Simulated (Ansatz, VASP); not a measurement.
## Zr: VASP beside Ansatz

Contents of INCAR:

```
ALGO = Normal ; EDIFF = 1E-7
ENCUT = 520 ; GGA = PS
ISIF = 2 ; ISMEAR = 0
LASPH = T ; LCHARG = T
LELF = T ; LREAL = F
LVHAR = T ; LWAVE = F
NBANDS = 19 ; NELM = 60
PREC = Accurate ; SIGMA = 0.1
```

The input KPOINTS:

```
k-points
0
Gamma
  12 12 7
```

The input POSCAR:

```
Zr
1.0
    3.1834311920      0.0000000000      0.0000000000
   -1.5917155960      2.7569322835      0.0000000000
    0.0000000000      0.0000000000      5.1176265140
Zr
2
Direct
    0.3333333333      0.6666666667      0.2500000000
    0.6666666667      0.3333333333      0.7500000000
```

Input for Ansatz:

```yaml
crystal:
  lattice:
    - [3.183431192, 0.0, 0.0]
    - [-1.591715596, 2.7569322835, 0.0]
    - [0.0, 0.0, 5.117626514]
  atoms:
    - { symbol: Zr, position: [0.3333333333, 0.6666666667, 0.25] }
    - { symbol: Zr, position: [0.6666666667, 0.3333333333, 0.75] }
basis:
  ecutwfc: 420
kpoints:
  mp_grid: { grid: [12, 12, 7] }
hamiltonian:
  xc: pbesol
scf:
  occupations: { method: gaussian, width: 0.1 }
output:
  forces: true
  stress: true
  eigenvalues: true
```

Alike in both runs: task single point; functional PBEsol; k mesh 12 × 12 × 7; occupations gaussian, width 0.1 eV; no spin polarisation.

|  | VASP | Ansatz |
| --- | --- | --- |
| version | VASP 6.6.1 | Ansatz 0.2.0 |
| potentials or method | VASP PAW PBE potentials, release 64 (Zr_sv), cutoff 520 eV | scalar-relativistic, plane waves, PAW |
| valence electrons in the cell | 24 | 24 |

```tsv
	VASP	Ansatz	Ansatz less VASP
gap on the k mesh at the Fermi level (eV)	none	none	-
pressure (GPa)	0.1	0.1	-0.06
traceless stress, the component that is largest in VASP (GPa)	0.06	0.06	+0.001
```

VASP's potentials were made for PBE, not for PBEsol. A gap of «none» marks a metal or a gap that the smearing closes. With one functional, cell and mesh, what is left measures potentials, basis and numerics.
